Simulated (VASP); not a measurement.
# TaN (Fm-3m) in VASP: settings compared

Aim: see how the results for TaN move with the level of theory and the settings. Levels: LDA, PBEsol, r2SCAN+D4. Tasks: single point, relaxation of cell and atoms.

Everything below comes from runs of VASP 6.6.1. Logs are shortened: lines on timing, memory, paths and dates and some standing lists are left out, and cuts for length are marked.

## 1. The cell of the first run

The structure is cubic, space group Fm-3m (No. 225). Conventional cell: a = 4.348 Å, b = 4.348 Å, c = 4.348 Å, α = 90.00°, β = 90.00°, γ = 90.00°. Ta (site symmetry m-3m) has 6 N at 2.17 Å within 2.9 Å. Within 2.9 Å of N (site symmetry m-3m) lie 6 Ta at 2.17 Å.

## 2. Single point, LDA

INCAR

```
ALGO = Normal
EDIFF = 1E-6
ENCUT = 520
GGA = CA
ISIF = 2
ISMEAR = 1
LASPH = True
LCHARG = False
LREAL = False
LWAVE = False
NBANDS = 15
NELM = 80
PREC = Accurate
SIGMA = 0.05
```

KPOINTS

```
k-points
0
Gamma
  10 10 10
```

POSCAR

```
TaN
1.0
    0.0000000000      2.1739510508      2.1739510508
    2.1739510508      0.0000000000      2.1739510508
    2.1739510508      2.1739510508      0.0000000000
Ta N
1 1
Direct
    0.5000000000      0.5000000000      0.5000000000
    0.0000000000      0.0000000000      0.0000000000
```

Potentials or basis: VASP PAW LDA potentials, release 64 (Ta_pv, N).

Started as:

```sh
> cat potpaw_LDA.64/Ta_pv/POTCAR potpaw_LDA.64/N/POTCAR > POTCAR
> mpirun -np 1 vasp_std > vasp.out
```

OUTCAR:

```text
EDIFF = 1E-6
   ENCUT = 520
   GGA = CA
   ISIF = 2
   ISMEAR = 1
   LASPH = True
   LREAL = False
   NELM = 80
   PREC = Accurate

 ion  position               nearest neighbor table
   1  0.500  0.500  0.500-   2 2.17   2 2.17   2 2.17   2 2.17   2 2.17   2 2.17
   2  0.000  0.000  0.000-   1 2.17   1 2.17   1 2.17   1 2.17   1 2.17   1 2.17

  LATTYP: Found a face centered cubic cell.
 ALAT       =     4.3479021016

  Lattice vectors:

 A1 = (   0.0000000000,   2.1739510508,   2.1739510508)
 A2 = (   2.1739510508,   0.0000000000,   2.1739510508)
 A3 = (   2.1739510508,   2.1739510508,   0.0000000000)

Analysis of symmetry for initial positions (statically):
=====================================================================
 Subroutine PRICEL returns:
 Original cell was already a primitive cell.

 Routine SETGRP: Setting up the symmetry group for a
 face centered cubic supercell.

 Subroutine GETGRP returns: Found 48 space group operations
 (whereof 48 operations were pure point group operations)
 out of a pool of 48 trial point group operations.

The static configuration has the point symmetry O_h .

Analysis of symmetry for dynamics (positions and initial velocities):
=====================================================================
 Subroutine PRICEL returns:
 Original cell was already a primitive cell.

 Routine SETGRP: Setting up the symmetry group for a
 face centered cubic supercell.

 Subroutine GETGRP returns: Found 48 space group operations
 (whereof 48 operations were pure point group operations)
 out of a pool of 48 trial point group operations.

The dynamic configuration has the point symmetry O_h .

 Subroutine INISYM returns: Found 48 space group operations
 (whereof 48 operations are pure point group operations),
 and found     1 'primitive' translations

----------------------------------------------------------------------------------------

                                     Primitive cell

  volume of cell :      20.5485

  direct lattice vectors                    reciprocal lattice vectors
     0.000000000  2.173951051  2.173951051    -0.229995979  0.229995979  0.229995979
     2.173951051  0.000000000  2.173951051     0.229995979 -0.229995979  0.229995979
     2.173951051  2.173951051  0.000000000     0.229995979  0.229995979 -0.229995979

  length of vectors
     3.074431060  3.074431060  3.074431060     0.398364721  0.398364721  0.398364721

  position of ions in fractional coordinates (direct lattice)
     0.500000000  0.500000000  0.500000000
     0.000000000  0.000000000  0.000000000

  ion indices of the primitive-cell ions
[... 87 lines left out ...]
   NUPDOWN=      -1.0000    fix difference up-down
   EMIN   =  10.00;   EMAX   =-10.00  energy-range for DOS
   EFERMI =   0.00;   METHOD = LEGACY
   ISMEAR =     1;   SIGMA  =   0.05  broadening in eV -4-tet -1-fermi 0-gaus
   EFERMI_NEDOS =   21; number of points for ismear=-14 and -15
   IALGO  =     38    algorithm
   IMIX   =      4    mixing-type and parameters
     AMIX     =   0.40;   BMIX     =  1.00
     AMIX_MAG =   1.60;   BMIX_MAG =  1.00
  volume/ion in A,a.u.               =      10.27        69.33
  Fermi-wavevector in a.u.,A,eV,Ry     =   1.506104  2.846125 30.862780  2.268350
  Thomas-Fermi vector in A             =   2.616866
   LORBIT       =      0    0 simple, 1 ext, 2 COOP (PROOUT), +10 PAW based schemes
   GGA     = CA    functional components
   LHFCALC =     F    Hartree Fock is set to
   AEXX    =    0.0000 exact exchange contribution
   IVDW    =     0    specifies the selected vdW correction
   LEPSILON=     F    determine dielectric tensor
   LRPA    =     F    only Hartree local field effects (RPA)
 non-spin polarized calculation
 Methfessel and Paxton  Order N= 1 SIGMA  =   0.05
  energy-cutoff  :      520.00
  volume of cell :       20.55
 maximum number of plane-waves:       568
   NGX = 11   NGY = 11   NGZ = 11

 number of electron      16.0000000 magnetization

 Free energy of the ion-electron system (eV)
  ---------------------------------------------------
  ext. energy  EPLUGINS =         0.00000000
  ---------------------------------------------------
  free energy    TOTEN  =       -24.15991220 eV

  energy without entropy =      -24.15954109  energy(sigma->0) =      -24.15978849

 E-fermi :   9.8454     XC(G=0): -13.8486

 val. band max:        9.7938106432   @ k =   0.0000   0.0000   0.0000
 cond. band min:       9.8602430063   @ k =  -0.3000   0.3000   0.1000
 fundamental gap:      0.0664323631
 Fermi energy:         9.8453622284

 k-point     1 :       0.0000    0.0000    0.0000
  band No.  band energies     occupation
      1     -25.7159      2.00000
      2     -25.7159      2.00000
      3     -25.7159      2.00000
      4      -9.0809      2.00000
      5       5.9472      2.00000
      6       5.9472      2.00000
      7       5.9472      2.00000
      8       7.5594      2.00000
      9       7.5594      2.00000
     10       7.5594      2.00000
     11       9.7938      2.05611
     12       9.7938      2.05611
     13      11.8356      0.00000
     14      19.2923      0.00000
[... 401 lines left out ...]
      2     -25.9960      2.00000
      3     -25.9660      2.00000
      4      -7.4315      2.00000
      5       1.7546      2.00000
      6       3.7778      2.00000
      7       4.5319      2.00000
      8       5.8072      2.00000
      9      12.0250      0.00000
     10      12.8609      0.00000
     11      12.9416      0.00000
     12      14.0950      0.00000
     13      18.5542      0.00000
     14      20.8698      0.00000
     15      21.3037      0.00000

 [... further k-points ...]

------------------------ aborting loop because EDIFF is reached ----------------------------------------

  FORCE on cell =-STRESS in cart. coord.  units (eV):
  Direction    XX          YY          ZZ          XY          YZ          ZX
  --------------------------------------------------------------------------------------
  -------------------------------------------------------------------------------------
  Total        0.2612000      0.2612000      0.2612000      0.0000000     -0.0000000      0.0000000
  in kB       20.3659435     20.3659435     20.3659435      0.0000000     -0.0000000      0.0000000
  external PRESSURE =      20.3659435 kB  Pullay stress =       0.0000000 kB

 VOLUME and BASIS-vectors are now :
 -----------------------------------------------------------------------------
  energy-cutoff  :      520.00
  volume of cell :       20.55
      direct lattice vectors                 reciprocal lattice vectors
     0.000000000  2.173951051  2.173951051    -0.229995979  0.229995979  0.229995979
     2.173951051  0.000000000  2.173951051     0.229995979 -0.229995979  0.229995979
     2.173951051  2.173951051  0.000000000     0.229995979  0.229995979 -0.229995979

 POSITION                                       TOTAL-FORCE (eV/Angst)
 -----------------------------------------------------------------------------------
      2.17395      2.17395      2.17395         0.000000      0.000000      0.000000
      0.00000      0.00000      0.00000        -0.000000     -0.000000     -0.000000
 -----------------------------------------------------------------------------------
    total drift:                                0.000000     -0.000000     -0.000000

  FREE ENERGIE OF THE ION-ELECTRON SYSTEM (eV)
  ---------------------------------------------------
  free  energy   TOTEN  =       -24.1599121995 eV

  energy  without entropy=      -24.1595410860  energy(sigma->0) =      -24.15978849
```

stdout:

```text
POSCAR found type information on POSCAR TaN
 POSCAR found :  2 types and       2 ions
 scaLAPACK will be used
 LDA part: xc-table for (Slater(with rela. corr.)+CA(PZ))
 , standard interpolation
 POSCAR, INCAR and KPOINTS ok, starting setup
 FFT: planning ... GRIDC
 FFT: planning ... GRID_SOFT
 FFT: planning ... GRID
 WAVECAR not read
 entering main loop
```

It took 7.7 s on 1 thread of Intel Xeon 8259CL, shared host; peak memory 0.14 GiB.

What came out:

* Free energy: -24.1599 eV
* Pressure: 2.0 GPa
* Band gap on the k mesh: zero (bands 8 and 9 overlap by 4.22 eV)

Caveat: spin-orbit coupling is left out, which moves the levels of the heavy elements.

## 3. Single point, PBEsol

This run uses another cell than the first one, of 10.47 Å³/atom.

INCAR

```
SYSTEM = TaN
PREC = Accurate ; ENCUT = 520
EDIFF = 1E-6 ; ISMEAR = 1
SIGMA = 0.05 ; LREAL = .FALSE.
LASPH = .TRUE. ; NELM = 60
ALGO = Normal ; ISIF = 2
LWAVE = .FALSE. ; LCHARG = .FALSE.
GGA = PS ; NBANDS = 15
```

KPOINTS

```
Automatic mesh
0
G
  10 10 10
  0 0 0
```

POSCAR

```
TaN
1.0
    0.0000000000      2.1876299601      2.1876299601
    2.1876299601      0.0000000000      2.1876299601
    2.1876299601      2.1876299601      0.0000000000
Ta N
1 1
Direct
    0.5000000000      0.5000000000      0.5000000000
    0.0000000000      0.0000000000      0.0000000000
```

Potentials or basis: VASP PAW PBE potentials, release 64 (Ta_pv, N).

Started as:

```sh
> cat potpaw_PBE.64/Ta_pv/POTCAR potpaw_PBE.64/N/POTCAR > POTCAR
> mpirun -np 1 vasp_std > vasp.out
```

It took 9.3 s on 1 thread of Intel Xeon 8259CL, shared host; peak memory 0.15 GiB.

The run converged. Its results:

* Free energy: -23.2239 eV
* Pressure: 1.0 GPa
* Band gap on the k mesh: zero (bands 8 and 9 overlap by 4.13 eV)

Levels at points of the mesh, in eV from the Fermi level:
| k point | band 6 | band 7 | band 8 | band 9 | band 10 | band 11 |
| --- | --- | --- | --- | --- | --- | --- |
| (0.00, 0.00, 0.00) | -3.87 | -3.87 | -2.23 | -2.23 | -2.23 | -0.03 |
| (0.50, 0.00, 0.00) | -7.74 | -7.74 | 1.90 | 1.90 | 2.01 | 3.81 |
| (0.50, 0.50, 0.00) | -5.66 | -4.69 | -4.69 | 2.08 | 3.59 | 3.59 |

Caveat: the PAW data sets were made with another functional, which shifts forces and pressure a little; spin-orbit coupling is left out, which moves the levels of the heavy elements.

## 4. Single point, r2SCAN+D4

This run uses another cell than the first one, of 10.56 Å³/atom.

POSCAR

```
TaN
1.0
    0.0000000000      2.1940827064      2.1940827064
    2.1940827064      0.0000000000      2.1940827064
    2.1940827064      2.1940827064      0.0000000000
Ta N
1 1
Direct
    0.5000000000      0.5000000000      0.5000000000
    0.0000000000      0.0000000000      0.0000000000
```

INCAR.step1

```
SYSTEM = TaN
ALGO     = Normal         ! electronic algorithm
EDIFF    = 1E-4           ! SCF threshold, eV
ENCUT    = 520            ! plane-wave cutoff, eV
GGA      = PE             ! functional
ISMEAR   = 1              ! smearing method
LASPH    = .TRUE.         ! aspherical terms in the spheres
LCHARG   = .FALSE.        ! write CHGCAR
LREAL    = .FALSE.        ! projectors in reciprocal space
LWAVE    = .TRUE.         ! write WAVECAR
NBANDS   = 15             ! bands
NELM     = 100            ! most SCF steps
PREC     = Accurate       ! precision mode
SIGMA    = 0.05           ! smearing width, eV
```

INCAR.step2

```
SYSTEM = TaN
ALGO     = Normal         ! electronic algorithm
EDIFF    = 1E-7           ! SCF threshold, eV
ENCUT    = 520            ! plane-wave cutoff, eV
ISIF     = 2              ! what is computed and relaxed
ISMEAR   = 1              ! smearing method
ISTART   = 1            
IVDW     = 13             ! dispersion correction
LASPH    = .TRUE.         ! aspherical terms in the spheres
LCHARG   = .FALSE.        ! write CHGCAR
LMIXTAU  = .TRUE.       
LREAL    = .FALSE.        ! projectors in reciprocal space
LWAVE    = .FALSE.        ! write WAVECAR
METAGGA  = R2SCAN         ! meta-GGA
NBANDS   = 15             ! bands
NELM     = 100            ! most SCF steps
PREC     = Accurate       ! precision mode
SIGMA    = 0.05           ! smearing width, eV
VDW_A1   = 0.51559235   
VDW_A2   = 5.77342911   
VDW_S6   = 1.0          
VDW_S8   = 0.6018749
```

KPOINTS

```
k-points
0
G
  10 10 10
  0 0 0
```

Potentials or basis: VASP PAW PBE potentials, release 64 (Ta_pv, N).

Started as:

```sh
> cat potpaw_PBE.64/Ta_pv/POTCAR potpaw_PBE.64/N/POTCAR > POTCAR
> cp INCAR.step1 INCAR
> mpirun -np 1 vasp_std > vasp.out
> cp INCAR.step2 INCAR
> mpirun -np 1 vasp_std > vasp.out
```

OUTCAR:

```text
SYSTEM = TaN
   EDIFF = 1E-7
   ENCUT = 520
   ISIF = 2
   ISMEAR = 1
   ISTART = 1
   IVDW = 13
   LASPH = .TRUE.
   LREAL = .FALSE.
   METAGGA = R2SCAN
   NELM = 100
   PREC = Accurate

 ion  position               nearest neighbor table
   1  0.500  0.500  0.500-   2 2.19   2 2.19   2 2.19   2 2.19   2 2.19   2 2.19
   2  0.000  0.000  0.000-   1 2.19   1 2.19   1 2.19   1 2.19   1 2.19   1 2.19

  LATTYP: Found a face centered cubic cell.
 ALAT       =     4.3881654128

  Lattice vectors:

 A1 = (   0.0000000000,   2.1940827064,   2.1940827064)
 A2 = (   2.1940827064,   0.0000000000,   2.1940827064)
 A3 = (   2.1940827064,   2.1940827064,   0.0000000000)

Analysis of symmetry for initial positions (statically):
=====================================================================
 Subroutine PRICEL returns:
 Original cell was already a primitive cell.

 Routine SETGRP: Setting up the symmetry group for a
 face centered cubic supercell.

 Subroutine GETGRP returns: Found 48 space group operations
 (whereof 48 operations were pure point group operations)
 out of a pool of 48 trial point group operations.

The static configuration has the point symmetry O_h .

Analysis of symmetry for dynamics (positions and initial velocities):
=====================================================================
[... 180 lines left out ...]
     14      19.2280      0.00000
[... 401 lines left out ...]
      2     -27.7198      2.00000
      3     -27.6928      2.00000
      4      -8.8179      2.00000
      5       1.2688      2.00000
      6       3.4442      2.00000
      7       4.0998      2.00000
      8       5.6195      2.00000
      9      11.9650      0.00000
     10      12.6741      0.00000
     11      12.7634      0.00000
     12      13.8864      0.00000
     13      18.6545      0.00000
     14      19.2296      0.00000
     15      21.1365      0.00000

 [... further k-points ...]

------------------------ aborting loop because EDIFF is reached ----------------------------------------

  DFT-D4 for vdW energy calculation

  Edisp (eV):   -0.23089

  FORCE on cell =-STRESS in cart. coord.  units (eV):
  Direction    XX          YY          ZZ          XY          YZ          ZX
  --------------------------------------------------------------------------------------
  -------------------------------------------------------------------------------------
  Total       0.26152     0.26152     0.26152    -0.00000    -0.00000    -0.00000
  in kB      19.83481    19.83481    19.83481    -0.00000    -0.00000    -0.00000
  external pressure =       19.83 kB  Pullay stress =        0.00 kB

 VOLUME and BASIS-vectors are now :
 -----------------------------------------------------------------------------
  energy-cutoff  :      520.00
  volume of cell :       21.12
      direct lattice vectors                 reciprocal lattice vectors
     0.000000000  2.194082706  2.194082706    -0.227885667  0.227885667  0.227885667
     2.194082706  0.000000000  2.194082706     0.227885667 -0.227885667  0.227885667
     2.194082706  2.194082706  0.000000000     0.227885667  0.227885667 -0.227885667

 POSITION                                       TOTAL-FORCE (eV/Angst)
 -----------------------------------------------------------------------------------
      2.19408      2.19408      2.19408        -0.000000     -0.000000     -0.000000
      0.00000      0.00000      0.00000         0.000000      0.000000      0.000000
 -----------------------------------------------------------------------------------
    total drift:                                0.000000     -0.000000     -0.000000

  FREE ENERGIE OF THE ION-ELECTRON SYSTEM (eV)
  ---------------------------------------------------
  free  energy   TOTEN  =       -59.8658664571 eV

  energy  without entropy=      -59.8653805653  energy(sigma->0) =      -59.86570449
```

OSZICAR.step1:

```text
N       E                     dE             d eps       ncg     rms          rms(c)
DAV:   1     0.917019849816E+02    0.91702E+02   -0.86871E+03  1410   0.112E+03
DAV:   2    -0.221325861000E+02   -0.11383E+03   -0.10745E+03  1760   0.308E+02
DAV:   3    -0.248441567766E+02   -0.27116E+01   -0.27033E+01  1571   0.444E+01
DAV:   4    -0.248540576179E+02   -0.99008E-02   -0.98991E-02  1830   0.289E+00
DAV:   5    -0.248541264358E+02   -0.68818E-04   -0.68817E-04  1599   0.213E-01    0.245E+01
DAV:   6    -0.219137265976E+02    0.29404E+01   -0.54711E+00  1671   0.264E+01    0.101E+01
DAV:   7    -0.218619647048E+02    0.51762E-01   -0.54966E-01  1599   0.598E+00    0.702E+00
DAV:   8    -0.218355600345E+02    0.26405E-01   -0.14740E-01  1620   0.326E+00    0.176E+00
DAV:   9    -0.218279781323E+02    0.75819E-02   -0.21723E-02  1543   0.119E+00    0.310E-01
DAV:  10    -0.218279431602E+02    0.34972E-04   -0.15462E-03  1676   0.399E-01    0.370E-02
DAV:  11    -0.218279125519E+02    0.30608E-04   -0.59106E-05  1014   0.976E-02
   1 F= -.21827913E+02 E0= -.21827743E+02  d E =-.508118E-03
```

Run time: 37 s. Hardware: 1 thread of Intel Xeon 8259CL, shared host; peak memory 0.15 GiB.

Results:

| Quantity | Value |
| --- | --- |
| Free energy | -59.8659 eV |
| Pressure | 2.0 GPa |
| Band gap on the k mesh | zero (bands 8 and 9 overlap by 4.13 eV) |
| Dispersion energy per atom | -0.115 eV |

Levels at points of the mesh, in eV from the Fermi level:
```tsv
k point	band 6	band 7	band 8	band 9	band 10	band 11
(0.00, 0.00, 0.00)	-4.20	-4.20	-2.24	-2.24	-2.24	0.07
(0.50, 0.00, 0.00)	-8.09	-8.09	1.89	1.89	2.04	4.05
(0.50, 0.50, 0.00)	-5.72	-5.06	-5.06	2.17	3.52	3.52
```

Caveat: the PAW data sets were made with another functional, which shifts forces and pressure a little; spin-orbit coupling is left out, which moves the levels of the heavy elements.

(Part 1 of 3 ends here.)
